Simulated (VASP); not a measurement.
A run of VASP 6.6.1:

Contents of POSCAR:

```
WC
1.0
    0.0000000000      2.1926840000      2.1926840000
    2.1926840000      0.0000000000      2.1926840000
    2.1926840000      2.1926840000      0.0000000000
W C
1 1
Direct
    0.0000000000      0.0000000000      0.0000000000
    0.5000000000      0.5000000000      0.5000000000
```

Contents of INCAR.step1:

```
SYSTEM = WC
  PREC = Accurate
  ENCUT = 520
  EDIFF = 1E-5
  ISMEAR = -1
  SIGMA = 0.05
  LREAL = .False.
  LASPH = .True.
  NELM = 80
  ALGO = Normal
  ISIF = 2
  LWAVE = .True.
  GGA = PE
  NBANDS = 16
```

INCAR.step2

```
SYSTEM = WC
  PREC = Accurate
  ENCUT = 520
  EDIFF = 1E-6
  ISMEAR = -1
  SIGMA = 0.05
  LREAL = .False.
  LASPH = .True.
  NELM = 80
  ALGO = Normal
  ISIF = 2
  LWAVE = .False.
  LCHARG = .True.
  GGA = PE
  LHFCALC = .True.
  AEXX = 0.25
  PRECFOCK = Normal
  LELF = .True.
  LVHAR = .True.
  ISTART = 1
  NBANDS = 16
```

The input KPOINTS:

```
Automatic mesh
0
Gamma
  6 6 6
  0 0 0
```

Potentials or basis: VASP PAW PBE potentials, release 64 (W_sv, C).

Launch:

```sh
$ cat potpaw_PBE.64/W_sv/POTCAR potpaw_PBE.64/C/POTCAR > POTCAR
$ cp INCAR.step1 INCAR
$ mpirun -np 1 vasp_std > vasp.out
$ cp INCAR.step2 INCAR
$ mpirun -np 1 vasp_std > vasp.out
```

Hardware: 1 thread of AMD EPYC 7R43 64-Core Processor (Zen 3) (shared host).

Problem. How long does it take, and how much memory?

Solution. Run time: 27 min on 1 thread of AMD EPYC 7R43 64-Core Processor (Zen 3) (shared host), peak memory 0.12 GiB. Counts: k points 16.
